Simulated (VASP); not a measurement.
The system is Cu.

```
CELL_PARAMETERS angstrom
0.00000 1.80750 1.80750
1.80750 0.00000 1.80750
1.80750 1.80750 0.00000
ATOMIC_POSITIONS crystal
Cu 0.00000 0.00000 0.00000
```

```yaml
Program: VASP 6.6.1
Task: relaxation of cell and atoms
Functional: PBEsol
Potentials_or_basis: VASP PAW PBE potentials, release 64 (Cu)
Cutoff: 600 eV
k_mesh: 10 × 10 × 10
Occupations: fermi-dirac, width 0.1 eV
Spin: no spin polarisation
```

At the start: pressure -5.6 GPa; volume 11.81 Å³/atom.

Problem. How do energy, volume and symmetry change on relaxing?

Solution. Over 3 steps the energy falls by 8.0 meV/atom and the volume is 11.37 Å³/atom (-3.7 %); space group Fm-3m (No. 225, to 0.05 Å).

The path:
```csv
step,energy change (eV),largest force (eV/Å),pressure (GPa),volume (Å³)
1,0.0000,0.0000,-5.61,11.81
2,-0.0050,0.0000,3.89,11.12
3,-0.0080,0.0000,0.00,11.37
```

Final structure:
```
Cu
1.0
     0.00000    1.78477    1.78477
     1.78477    0.00000    1.78477
     1.78477    1.78477    0.00000
Cu
1
Cartesian
  0.0000 0.0000 0.0000
```

Caveat: the PAW data sets were made with another functional, which shifts forces and pressure a little.
